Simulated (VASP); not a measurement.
The system is Al.

```
Al
1.0
     0.00000    2.01000    2.01000
     2.01000    0.00000    2.01000
     2.01000    2.01000    0.00000
Al
1
Direct
  0.00000 0.00000 0.00000
```

* Program: VASP 6.6.1
* Task: relaxation of cell and atoms
* Functional: LDA
* Potentials or basis: VASP PAW LDA potentials, release 64 (Al)
* Cutoff: 500 eV
* k mesh: 18 × 18 × 18
* Occupations: gaussian, width 0.1 eV
* Spin: no spin polarisation

At the start: pressure -2.1 GPa; volume 16.24 Å³/atom.

Where does the relaxation end?

Over 3 steps the energy falls by 2.8 meV/atom and the volume is 15.82 Å³/atom (-2.6 %); space group Fm-3m (No. 225, to 0.1 Å) before and after.

Step by step:
| step | energy change (eV) | largest force (eV/Å) | pressure (GPa) | volume (Å³) |
| --- | --- | --- | --- | --- |
| 1 | 0.0000 | 0.0000 | -2.05 | 16.24 |
| 2 | -0.0027 | 0.0000 | 0.32 | 15.76 |
| 3 | -0.0028 | 0.0000 | 0.00 | 15.82 |

Final structure:
```
CELL_PARAMETERS angstrom
0.00000 1.99236 1.99236
1.99236 0.00000 1.99236
1.99236 1.99236 0.00000
ATOMIC_POSITIONS crystal
Al 0.00000 0.00000 0.00000
```
